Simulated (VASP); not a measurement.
Here is a VASP 6.6.1 calculation.

Contents of INCAR:

```
  ALGO = Fast
  EDIFF = 1E-6
  ENCUT = 520
  GGA = PE
  ISIF = 2
  ISMEAR = 0
  LASPH = T
  LCHARG = T
  LELF = T
  LREAL = F
  LVHAR = T
  LWAVE = F
  NBANDS = 12
  NELM = 80
  PREC = Accurate
  SIGMA = 0.1
```

KPOINTS

```
k-points
0
Gamma
  18 18 18
```

POSCAR

```
Ag
1.0
    0.0000000000      2.0526425593      2.0526425593
    2.0526425593      0.0000000000      2.0526425593
    2.0526425593      2.0526425593      0.0000000000
Ag
1
Direct
    0.0000000000      0.0000000000      0.0000000000
```

Potentials or basis: VASP PAW PBE potentials, release 64 (Ag).

Run with:

```bash
$ cat potpaw_PBE.64/Ag/POTCAR > POTCAR
$ mpirun -np 1 vasp_std > vasp.out
```

Question: Predict the pressure.

Answer: 3.0 GPa.
